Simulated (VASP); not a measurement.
Write the native input for VASP 6.6.1 that does the following.

```
Task                   : single point
Functional             : r2SCAN
Potentials or basis    : VASP PAW PBE potentials, release 64 (B, N)
Cutoff                 : 520 eV
k mesh                 : 12 × 12 × 12
Occupations            : fermi-dirac, width 0.02 eV
Spin                   : no spin polarisation
Dipole correction      : no
Further INCAR settings : ALGO = Normal; EDIFF = 1e-06; NBANDS = 11
```

BN:

```
B N
1.0
     0.00000    1.74583    1.74583
     1.74583    0.00000    1.74583
     1.74583    1.74583    0.00000
B N
1 1
Direct
  0.00000 0.00000 0.00000
  0.50000 0.50000 0.50000
```

These files were run (other wordings do the same):

POSCAR

```
BN
1.0
    0.0000000000      1.7458259068      1.7458259068
    1.7458259068      0.0000000000      1.7458259068
    1.7458259068      1.7458259068      0.0000000000
B N
1 1
Direct
    0.0000000000      0.0000000000      0.0000000000
    0.5000000000      0.5000000000      0.5000000000
```

INCAR.step1

```
  PREC = Accurate
  ENCUT = 520
  ISMEAR = -1
  SIGMA = 0.02
  LREAL = F
  LASPH = T
  NELM = 60
  NBANDS = 11
  GGA = PE
  ALGO = Normal
  EDIFF = 1E-4
  LWAVE = T
  LCHARG = F
```

INCAR.step2

```
  PREC = Accurate
  ENCUT = 520
  EDIFF = 1E-6
  ISMEAR = -1
  SIGMA = 0.02
  LREAL = F
  LASPH = T
  NELM = 60
  ALGO = Normal
  ISIF = 2
  LWAVE = F
  LCHARG = T
  METAGGA = R2SCAN
  LMIXTAU = T
  LELF = T
  LVHAR = T
  NBANDS = 11
  ISTART = 1
```

KPOINTS

```
Automatic mesh
0
Gamma
  12 12 12
```

Potentials or basis: VASP PAW PBE potentials, release 64 (B, N).

Command:

```console
$ cat potpaw_PBE.64/B/POTCAR potpaw_PBE.64/N/POTCAR > POTCAR
$ cp INCAR.step1 INCAR
$ mpirun -np 1 vasp_std > vasp.out
$ cp INCAR.step2 INCAR
$ mpirun -np 1 vasp_std > vasp.out
```

It gave:

```
Pressure               : 0.4 GPa
Band gap on the k mesh : 1.33 eV, indirect (least direct gap 6.51 eV)
```

Caveat: the PAW data sets were made with another functional, which shifts forces and pressure a little.

Wall time 18 s on 1 thread of Intel(R) Xeon(R) Platinum 8375C CPU @ 2.90GHz (Ice Lake), on a shared host, peak memory 0.12 GiB.
